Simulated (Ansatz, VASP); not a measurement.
## Hf2TaO3 in VASP and in Ansatz

```
Hf Ta O
1.0
     2.64319    1.52605    3.84149
    -2.64319    1.52605    3.84149
     0.00000   -3.05209    3.84149
Hf Ta O
2 1 3
Direct
  0.71614 0.71614 0.71614
  0.28386 0.28386 0.28386
  0.00000 0.00000 0.00000
  0.00000 0.50000 0.00000
  0.50000 0.00000 0.00000
  0.00000 0.00000 0.50000
```

Change from the starting cell: species swapped into the Zr2VCo3 type (R-3m, No. 166).

Alike in both runs: functional PBE; k mesh 12 × 12 × 12; occupations gaussian, width 0.1 eV; no spin polarisation.

Ansatz relaxed the structure, and its values are those at the end. VASP's run is a single point on that final structure, the one shown.

```csv
,VASP,Ansatz
version,VASP 6.6.1,Ansatz 0.2.0
potentials or method,"VASP PAW PBE potentials, release 64 (Hf_pv, Ta_pv, O), cutoff 520 eV","scalar-relativistic, plane waves, PAW"
valence electrons in the cell,49,83
```

```csv
,VASP,Ansatz,Ansatz less VASP
gap on the k mesh at the Fermi level (eV),none,none,-
pressure (GPa),-1.2,0.0,+1.16
rms of the force components (eV/Å),0.080,0.002,-0.0782
```

A gap of «none» marks a metal or a gap that the smearing closes. VASP's potentials hold 49 valence electrons a cell and Ansatz's 83, so a difference there can come from the potentials and not from the codes.

Neither program's run includes spin-orbit coupling.
